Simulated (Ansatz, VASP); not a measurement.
One calculation of BN, two programs

```
CELL_PARAMETERS angstrom
-1.29816 1.29816 5.25225
1.29816 -1.29816 5.25225
1.29816 1.29816 -5.25225
ATOMIC_POSITIONS crystal
B 0.63624 0.63624 0.00000
B 0.36376 0.36376 0.00000
B 0.00000 0.00000 0.00000
N 0.75000 0.25000 0.50000
N 0.43269 0.93269 0.50000
N 0.06731 0.56731 0.50000
```

Alike in both runs: task single point; functional PBE; k mesh 10 × 10 × 10; occupations gaussian, width 0.1 eV; no spin polarisation.

```csv
,VASP,Ansatz
version,VASP 6.6.1,Ansatz 0.2.0
potentials or method,"VASP PAW PBE potentials, release 64 (B, N), cutoff 600 eV","scalar-relativistic, plane waves, PAW"
valence electrons in the cell,24,24
```

|  | VASP | Ansatz | Ansatz less VASP |
| --- | --- | --- | --- |
| gap on the k mesh at the Fermi level (eV) | 2.12 | 2.12 | +0.007 |
| least direct gap on the mesh (eV) | 2.81 | 2.82 | +0.013 |
| pressure (GPa) | 24.2 | 24.1 | -0.04 |
| traceless stress, the component that is largest in VASP (GPa) | -7.54 | -7.43 | +0.107 |
| rms of the force components (eV/Å) | 3.591 | 3.580 | -0.0104 |

Atom by atom the forces differ by 0.011 eV/Å (rms over components).
